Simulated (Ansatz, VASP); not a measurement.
**One calculation of P, two programs**

The input INCAR:

```
SYSTEM = P
ALGO     = Normal         ! electronic algorithm
EDIFF    = 1E-7           ! SCF threshold, eV
ENCUT    = 520            ! plane-wave cutoff, eV
GGA      = PS             ! functional
ISIF     = 2              ! what is computed and relaxed
ISMEAR   = 0              ! smearing method
LASPH    = .True.         ! aspherical terms in the spheres
LCHARG   = .True.         ! write CHGCAR
LELF     = .True.         ! ELF
LREAL    = .False.        ! projectors in reciprocal space
LVHAR    = .True.       
LWAVE    = .False.        ! write WAVECAR
NBANDS   = 18             ! bands
NELM     = 60             ! most SCF steps
PREC     = Accurate       ! precision mode
SIGMA    = 0.05           ! smearing width, eV
```

The input KPOINTS:

```
k-points
0
Gamma
  8 1 6
  0 0 0
```

The input POSCAR:

```
P
1.0
    3.2344718042      0.0000000000      0.0000000000
    0.0000000000     34.3341755251      0.0000000000
    0.0000000000      0.0000000000      4.4931221687
P
4
Direct
    0.0000000000      0.9702614300      0.5921507200
    0.0000000000      0.0297385700      0.4078492800
    0.5000000000      0.0297385700      0.0921507200
    0.5000000000      0.9702614300      0.9078492800
```

Input for Ansatz:

```yaml
crystal:
  lattice:
    - [3.2344718042, 0.0, 0.0]
    - [0.0, 34.3341755251, 0.0]
    - [0.0, 0.0, 4.4931221687]
  atoms:
    - { symbol: P, position: [0.0, 0.97026143, 0.59215072] }
    - { symbol: P, position: [0.0, 0.02973857, 0.40784928] }
    - { symbol: P, position: [0.5, 0.02973857, 0.09215072] }
    - { symbol: P, position: [0.5, 0.97026143, 0.90784928] }
basis:
  ecutwfc: 420
kpoints:
  mp_grid: { grid: [8, 1, 6] }
hamiltonian:
  xc: pbesol
scf:
  occupations: { method: gaussian, width: 0.05 }
output:
  forces: true
  stress: true
  eigenvalues: true
  write_density: true
  write_potential: true
  elf: true
  volumetric_format: npy
```

Change from the starting cell: strain -0.015 along x and y, -0.030 along z, atoms carried along.

Alike in both runs: task single point; functional PBEsol; k mesh 8 × 1 × 6; occupations gaussian, width 0.05 eV; no spin polarisation.

|  | VASP | Ansatz |
| --- | --- | --- |
| version | VASP 6.6.1 | Ansatz 0.2.0 |
| potentials or method | VASP PAW PBE potentials, release 64 (P), cutoff 520 eV | scalar-relativistic, plane waves, PAW |
| valence electrons in the cell | 20 | 20 |

VASP gave:

- gap on the k mesh at the Fermi level (eV): 0.77
- least direct gap on the mesh (eV): 0.79
- rms of the force components (eV/Å): 0.508

Q: Estimate Ansatz's values.

A: gap on the k mesh at the Fermi level (eV): 0.75; least direct gap on the mesh (eV): 0.78; rms of the force components (eV/Å): 0.519.

VASP's potentials were made for PBE, not for PBEsol. Atom by atom the forces differ by 0.012 eV/Å (rms over components).
